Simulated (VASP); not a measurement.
**Bi3As2: single point with PBE**

Bi3As2:

```
Bi As
1.0
     5.27023    0.00000    0.00000
    -2.63512    4.56416    0.00000
     0.00000    0.00000    6.20295
Bi As
3 2
Direct
  0.00000 0.00000 0.00000
  0.33333 0.66667 0.72329
  0.66667 0.33333 0.27671
  0.33333 0.66667 0.20906
  0.66667 0.33333 0.79094
```

```yaml
Program: VASP 6.6.1
Task: single point
Functional: PBE
Potentials_or_basis: VASP PAW PBE potentials, release 64 (Bi_d, As)
Cutoff: 520 eV
k_mesh: 6 × 6 × 4
Occupations: gaussian, width 0.1 eV
Spin: no spin polarisation
Dipole_correction: no
Further_INCAR_settings: ALGO = Fast; EDIFF = 1e-07; NBANDS = 36
```

```yaml
Pressure: 0.1 GPa
Largest_force: 0.009 eV/Å
Band_gap_on_the_k_mesh: zero (an odd number of electrons rules out a gap without spin polarisation)
```

Forces in eV/Å, atoms in the order of the input:
```
Bi   0.000  0.000  0.000
Bi   0.000  0.000  0.000
Bi   0.000  0.000  0.000
As   0.000  0.000  0.009
As   0.000  0.000 -0.009
```

Levels at points of the mesh, in eV from the Fermi level:
```tsv
k point	band 24	band 25	band 26	band 27	band 28	band 29	band 30	band 31
(0.00, 0.00, 0.00)	-2.77	-2.77	-2.10	-1.57	-1.57	-0.14	1.38	1.38
(0.50, 0.00, 0.00)	-2.48	-2.35	-1.69	-0.15	0.73	1.92	2.15	2.24
(0.00, 0.00, 0.50)	-2.75	-2.40	-2.40	-1.87	-1.82	-0.02	0.57	0.57
(0.50, 0.00, 0.50)	-2.02	-1.36	-0.48	-0.36	-0.15	1.01	1.67	1.94
```

Run time: 2.2 min on 1 thread of Intel(R) Xeon(R) Platinum 8488C (Sapphire Rapids) (shared host), peak memory 0.32 GiB.

Caveat: spin-orbit coupling is left out, which moves the levels of the heavy elements.
